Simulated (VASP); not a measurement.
# C (P6_3/mmc) in VASP: notebook, part 2 of 2

VASP 6.6.1. The steps go on from the part before.

### Step 3. Single point, r2SCAN (5.82 Å³/atom)

This run uses another cell than the first one, of 5.82 Å³/atom.

Contents of POSCAR:

```
C
1.0
    2.5346945611      0.0000000000      0.0000000000
   -1.2673472805      2.1951098808      0.0000000000
    0.0000000000      0.0000000000      8.3622368722
C
8
Direct
    0.0000000000      0.0000000000      0.0008143040
    0.3333333333      0.6666666667      0.2492477410
    0.0000000000      0.0000000000      0.5008143040
    0.6666666667      0.3333333333      0.7492477410
    0.0000000000      0.0000000000      0.1866856960
    0.3333333333      0.6666666667      0.4382522590
    0.0000000000      0.0000000000      0.6866856960
    0.6666666667      0.3333333333      0.9382522590
```

Contents of INCAR.step1:

```
SYSTEM = C
ALGO = Normal
EDIFF = 1E-5
ENCUT = 1430
GGA = PE
GGA_COMPAT = .False.
ISMEAR = 0
LASPH = .True.
LCHARG = .False.
LREAL = .False.
LWAVE = .True.
NBANDS = 26
NELM = 120
PREC = Accurate
SIGMA = 0.01
```

Contents of INCAR.step2:

```
SYSTEM = C
ALGO = Normal
EDIFF = 1E-6
ENCUT = 1430
GGA_COMPAT = .False.
ISIF = 2
ISMEAR = 0
ISTART = 1
LASPH = .True.
LCHARG = .True.
LELF = .True.
LMIXTAU = .True.
LREAL = .False.
LVHAR = .True.
LWAVE = .False.
METAGGA = R2SCAN
NBANDS = 26
NELM = 120
PREC = Accurate
SIGMA = 0.01
```

Contents of KPOINTS:

```
k-points
0
Gamma
  9 9 4
  0 0 0
```

Potentials or basis: VASP PAW PBE potentials, release 64 (C_h).

Command:

```
$ cat potpaw_PBE.64/C_h/POTCAR > POTCAR
$ cp INCAR.step1 INCAR
$ mpirun -np 1 vasp_std > vasp.out
$ cp INCAR.step2 INCAR
$ mpirun -np 1 vasp_std > vasp.out
```

OUTCAR:

```text
SYSTEM = C
   EDIFF = 1E-6
   ENCUT = 1430
   ISIF = 2
   ISMEAR = 0
   ISTART = 1
   LASPH = .True.
   LREAL = .False.
   METAGGA = R2SCAN
   NELM = 120
   PREC = Accurate

 ion  position               nearest neighbor table
   1  0.000  0.000  0.001-
   2  0.333  0.667  0.249-
   3  0.000  0.000  0.501-
   4  0.667  0.333  0.749-
   5  0.000  0.000  0.187-
   6  0.333  0.667  0.438-
   7  0.000  0.000  0.687-
   8  0.667  0.333  0.938-

  LATTYP: Found a hexagonal cell.
 ALAT       =     2.5346945611
 C/A-ratio  =     3.2991102757

  Lattice vectors:

 A1 = (   2.5346945611,   0.0000000000,   0.0000000000)
 A2 = (  -1.2673472805,   2.1951098808,   0.0000000000)
 A3 = (   0.0000000000,   0.0000000000,   8.3622368722)

Analysis of symmetry for initial positions (statically):
=====================================================================
 Subroutine PRICEL returns:
 Original cell was already a primitive cell.

 Routine SETGRP: Setting up the symmetry group for a
 hexagonal supercell.

 Subroutine GETGRP returns: Found 24 space group operations
 (whereof  6 operations were pure point group operations)
 out of a pool of 24 trial point group operations.

The static configuration has the point symmetry C_3v.
 The point group associated with its full space group is D_6h.

Analysis of symmetry for dynamics (positions and initial velocities):
=====================================================================
 Subroutine PRICEL returns:
 Original cell was already a primitive cell.

 Routine SETGRP: Setting up the symmetry group for a
 hexagonal supercell.

 Subroutine GETGRP returns: Found 24 space group operations
[... 136 lines left out ...]
     AMIX_MAG =   1.60;   BMIX_MAG =  1.00
  volume/ion in A,a.u.               =       5.82        39.25
  Fermi-wavevector in a.u.,A,eV,Ry     =   1.445074  2.730794 28.412208  2.088238
  Thomas-Fermi vector in A             =   2.563297
   LORBIT       =      0    0 simple, 1 ext, 2 COOP (PROOUT), +10 PAW based schemes
   METAGGA = R2SCAN    functional components
   LHFCALC =     F    Hartree Fock is set to
   AEXX    =    0.0000 exact exchange contribution
   IVDW    =     0    specifies the selected vdW correction
   LEPSILON=     F    determine dielectric tensor
   LRPA    =     F    only Hartree local field effects (RPA)
 non-spin polarized calculation
 Gauss-broadening in eV      SIGMA  =   0.01
  energy-cutoff  :     1430.00
  volume of cell :       46.53
 maximum number of plane-waves:      5740
 NGX is ok and might be reduce to    32
   NGX = 15   NGY = 15   NGZ = 51

 number of electron      32.0000000 magnetization

 Free energy of the ion-electron system (eV)
  ---------------------------------------------------
  ext. energy  EPLUGINS =         0.00000000
  ---------------------------------------------------
  free energy    TOTEN  =       -78.74744024 eV

  energy without entropy =      -78.74744024  energy(sigma->0) =      -78.74744024

 E-fermi :  10.7080     XC(G=0): -14.1307

 val. band max:       10.6497751351   @ k =   0.0000   0.0000   0.0000
 cond. band min:      15.3968219424   @ k =   0.4444   0.0000   0.0000
 fundamental gap:      4.7470468072
 Fermi energy:        10.7079785964

 k-point     1 :       0.0000    0.0000    0.0000
  band No.  band energies     occupation
      1     -11.8228      2.00000
      2     -10.1433      2.00000
      3     -10.0300      2.00000
      4      -6.1345      2.00000
      5      -3.2288      2.00000
      6       3.5132      2.00000
[... 685 lines left out ...]
     25      23.9714      0.00000
     26      23.9714      0.00000

 [... further k-points ...]

------------------------ aborting loop because EDIFF is reached ----------------------------------------

  FORCE on cell =-STRESS in cart. coord.  units (eV):
  Direction    XX          YY          ZZ          XY          YZ          ZX
  --------------------------------------------------------------------------------------
  -------------------------------------------------------------------------------------
  Total       -3.8314009     -3.8314009     -3.8477018     -0.0000000      0.0000000      0.0000000
  in kB     -131.9361536   -131.9361536   -132.4974834     -0.0000000      0.0000000      0.0000000
  external PRESSURE =    -132.1232635 kB  Pullay stress =       0.0000000 kB

 VOLUME and BASIS-vectors are now :
 -----------------------------------------------------------------------------
  energy-cutoff  :     1430.00
  volume of cell :       46.53
      direct lattice vectors                 reciprocal lattice vectors
     2.534694561  0.000000000  0.000000000     0.394524853  0.227779030  0.000000000
    -1.267347280  2.195109881  0.000000000     0.000000000  0.455558061  0.000000000
     0.000000000  0.000000000  8.362236872     0.000000000  0.000000000  0.119585228

 POSITION                                       TOTAL-FORCE (eV/Angst)
 -----------------------------------------------------------------------------------
      0.00000      0.00000      0.00681         0.000000     -0.000000     -0.011234
     -0.00000      1.46341      2.08427        -0.000000      0.000000     -0.028575
      0.00000      0.00000      4.18793         0.000000      0.000000     -0.011234
      1.26735      0.73170      6.26539         0.000000     -0.000000     -0.028575
      0.00000      0.00000      1.56111        -0.000000      0.000000      0.011234
     -0.00000      1.46341      3.66477        -0.000000      0.000000      0.028575
      0.00000      0.00000      5.74223         0.000000     -0.000000      0.011234
      1.26735      0.73170      7.84589         0.000000     -0.000000      0.028575
 -----------------------------------------------------------------------------------
    total drift:                                0.000000      0.000000     -0.000348

  FREE ENERGIE OF THE ION-ELECTRON SYSTEM (eV)
  ---------------------------------------------------
  free  energy   TOTEN  =       -78.7474402382 eV

  energy  without entropy=      -78.7474402382  energy(sigma->0) =      -78.74744024
```

OUTCAR.step1:

```text
SYSTEM = C
   EDIFF = 1E-5
   ENCUT = 1430
   GGA = PE
   ISMEAR = 0
[... 944 lines left out ...]
      0.00000      0.00000      1.56111         0.000000      0.000000      0.021628
     -0.00000      1.46341      3.66477        -0.000000      0.000000      0.007147
      0.00000      0.00000      5.74223        -0.000000      0.000000      0.021628
      1.26735      0.73170      7.84589         0.000000     -0.000000      0.007147
 -----------------------------------------------------------------------------------
    total drift:                               -0.000000     -0.000000      0.000000

  FREE ENERGIE OF THE ION-ELECTRON SYSTEM (eV)
  ---------------------------------------------------
  free  energy   TOTEN  =       -72.7634458804 eV

  energy  without entropy=      -72.7634458804  energy(sigma->0) =      -72.76344588
```

Run time: 6.7 min. Hardware: 1 thread of AMD EPYC 9R45 (Zen 5), shared host; peak memory 0.39 GiB.

What came out:

```
Free energy            : -78.7474 eV
Pressure               : -13.2 GPa
Largest force          : 0.029 eV/Å
Band gap on the k mesh : 4.75 eV (least direct gap 5.52 eV)
```

Forces on the atoms (eV/Å):
```
C    0.000  0.000 -0.011
C    0.000  0.000 -0.029
C    0.000  0.000 -0.011
C    0.000  0.000 -0.029
C    0.000  0.000  0.011
C    0.000  0.000  0.029
C    0.000  0.000  0.011
C    0.000  0.000  0.029
```

Caveat: the cell stands under tension; the PAW data sets were made with another functional, which shifts forces and pressure a little.
